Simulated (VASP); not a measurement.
Here is a VASP 6.6.1 calculation.

POSCAR

```
MgS
1.0
    3.5860142181      0.0000000000      0.0000000000
   -1.7930071091      3.1055794112      0.0000000000
    0.0000000000      0.0000000000      6.1473560943
Mg S
2 2
Direct
    0.0000000000      0.0000000000      0.0000000000
    0.0000000000      0.0000000000      0.5000000000
    0.3333333333      0.6666666667      0.2500000000
    0.6666666667      0.3333333333      0.7500000000
```

INCAR.step1

```
PREC = Accurate ; ENCUT = 520
EDIFF = 1E-5 ; ISMEAR = 0
SIGMA = 0.01 ; LREAL = False
LASPH = True ; NELM = 100
ALGO = Normal ; ISIF = 2
LWAVE = True ; LCHARG = False
GGA = PE ; NBANDS = 16
```

File INCAR.step2:

```
PREC = Accurate ; ENCUT = 520
EDIFF = 1E-6 ; ISMEAR = 0
SIGMA = 0.01 ; LREAL = False
LASPH = True ; NELM = 100
ALGO = Normal ; ISIF = 2
LWAVE = False ; LCHARG = False
GGA = PE ; LHFCALC = True
HFSCREEN = 0.2079 ; PRECFOCK = Normal
ISTART = 1 ; NBANDS = 16
```

The input KPOINTS:

```
Automatic mesh
0
Gamma
  6 6 4
```

Potentials or basis: VASP PAW PBE potentials, release 64 (Mg, S).

Launch:

```bash
$ cat potpaw_PBE.64/Mg/POTCAR potpaw_PBE.64/S/POTCAR > POTCAR
$ cp INCAR.step1 INCAR
$ mpirun -np 1 vasp_std > vasp.out
$ cp INCAR.step2 INCAR
$ mpirun -np 1 vasp_std > vasp.out
```

(1) Estimate the band gap on the k mesh.

(2) Estimate the pressure.

## Answers

(1) 4.38 eV (least direct gap 4.82 eV).

(2) 2.0 GPa.

Caveat: the cell differs from its parent crystal (biaxial xy strain -1.6%); the PAW data sets were made with another functional, which shifts forces and pressure a little.
